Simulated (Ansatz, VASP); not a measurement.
# One calculation of AlN, two programs

```
Al N
1.0
    -3.11356    0.00000    0.00000
     0.00000    5.39284    0.00000
     1.55678   -2.69642   -4.98335
Al N
4 4
Direct
  0.02751 0.32777 0.99849
  0.52751 0.82777 0.99849
  0.22098 0.92073 0.49849
  0.72098 0.42073 0.49849
  0.78300 0.13120 0.61650
  0.28300 0.63120 0.61650
  0.08350 0.73530 0.11650
  0.58350 0.23530 0.11650
```

Change from the starting cell: mode 4 frozen in at -0.088 Å and mode 15 at -0.056 Å (largest displacements).

Alike in both runs: task single point; functional PBEsol; k mesh 8 × 8 × 8; occupations gaussian, width 0.05 eV; no spin polarisation.

|  | VASP | Ansatz |
| --- | --- | --- |
| version | VASP 6.6.1 | Ansatz 0.2.0 |
| potentials or method | VASP PAW PBE potentials, release 64 (Al, N), cutoff 520 eV | scalar-relativistic, plane waves, PAW |
| valence electrons in the cell | 32 | 32 |

```tsv
	VASP	Ansatz	Ansatz less VASP
gap on the k mesh at the Fermi level (eV)	4.00	3.99	-0.016
least direct gap on the mesh (eV)	4.00	3.99	-0.016
pressure (GPa)	0.7	0.7	-0.03
traceless stress, the component that is largest in VASP (GPa)	5.74	5.65	-0.087
rms of the force components (eV/Å)	0.647	0.642	-0.0053
```

VASP's potentials were made for PBE, not for PBEsol, and Ansatz warns of the same on its side. Atom by atom the forces differ by 0.005 eV/Å (rms over components). The functional is the same, so the differences come from potentials, cutoffs and numerics.
